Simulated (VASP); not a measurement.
Input of a VASP 6.6.1 run:

File INCAR:

```
PREC = Accurate ; ENCUT = 520
EDIFF = 1E-6 ; ISMEAR = 0
SIGMA = 0.1 ; LREAL = F
LASPH = T ; NELM = 60
ALGO = Normal ; ISIF = 2
LWAVE = F ; LCHARG = T
LDIPOL = T ; IDIPOL = 3
DIPOL = 0.5 0.5 0.320 ; GGA = PE
LELF = T ; LVHAR = T
LVACPOTAV = T ; NBANDS = 60
```

The input KPOINTS:

```
Automatic mesh
0
Gamma
  4 5 1
```

File POSCAR:

```
Zr8C
1.0
    6.4655797184      0.0000000000      0.0000000000
    0.0000000000      5.1691196971      0.0000000000
    0.0000000000      0.0000000000     18.9770873264
Zr C
8 1
Direct
    0.0000000000      0.7500000000      0.2107805024
    0.5000000000      0.7500000000      0.2107805024
    0.2500000000      0.2500000000      0.2599569661
    0.7500000000      0.2500000000      0.2599569661
    0.2500000000      0.7500000000      0.3477072663
    0.7500000000      0.7500000000      0.3477072663
    0.0000000000      0.2500000000      0.3940060557
    0.5000000000      0.2500000000      0.3940060557
    0.2500000000      0.2500000000      0.4571979676
```

Potentials or basis: VASP PAW PBE potentials, release 64 (Zr_sv, C).

The run is started by

```console
$ cat potpaw_PBE.64/Zr_sv/POTCAR potpaw_PBE.64/C/POTCAR > POTCAR
$ mpirun -np 1 vasp_std > vasp.out
```

Question: Predict the largest force.

Answer: 0.941 eV/Å.

Question: What does it give for the band gap on the k mesh?

Answer: Zero (bands 50 and 51 overlap by 0.42 eV).

Forces on the atoms (eV/Å):
```
Zr   0.072  0.000  0.234
Zr  -0.072  0.000  0.234
Zr   0.000  0.000 -0.941
Zr   0.000  0.000 -0.394
Zr   0.000  0.000  0.485
Zr   0.000  0.000 -0.720
Zr   0.460  0.000  0.532
Zr  -0.460  0.000  0.532
C    0.000  0.000  0.037
```
